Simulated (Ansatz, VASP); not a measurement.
**Two plane-wave programs on CuAu**

```
Cu Au
1.0
     2.87128    0.00000    0.00000
     0.00000    2.87128    0.00000
     0.00000    0.00000    3.64043
Cu Au
1 1
Cartesian
  1.4356 1.4356 1.8202
  0.0000 0.0000 0.0000
```

Alike in both runs: task relaxation of cell and atoms; functional r2SCAN; k mesh 16 × 16 × 12; occupations gaussian, width 0.1 eV; no spin polarisation.

|  | VASP | Ansatz |
| --- | --- | --- |
| version | VASP 6.6.1 | Ansatz 0.2.0 |
| potentials or method | VASP PAW PBE potentials, release 64 (Cu, Au), cutoff 600 eV | scalar-relativistic, plane waves, PAW |
| valence electrons in the cell | 22 | 38 |

Ansatz gave:

| Item | Value |
| --- | --- |
| gap on the k mesh at the Fermi level, each at its own relaxed structure (eV) | none |
| relaxed volume (Å³/atom) | 14.54 |
| relaxed length of the cell vector where the two differ most in proportion (Å) | 3.587 |

Problem. What did VASP give for the same quantities?

Solution. gap on the k mesh at the Fermi level, each at its own relaxed structure (eV): none; relaxed volume (Å³/atom): 14.57; relaxed length of the cell vector where the two differ most in proportion (Å): 3.591.

VASP's potentials were made for PBE, not for r2SCAN. A gap of «none» marks a metal or a gap that the smearing closes. VASP's potentials hold 22 valence electrons a cell and Ansatz's 38, so a difference there can come from the potentials and not from the codes.

Neither program's run includes spin-orbit coupling.
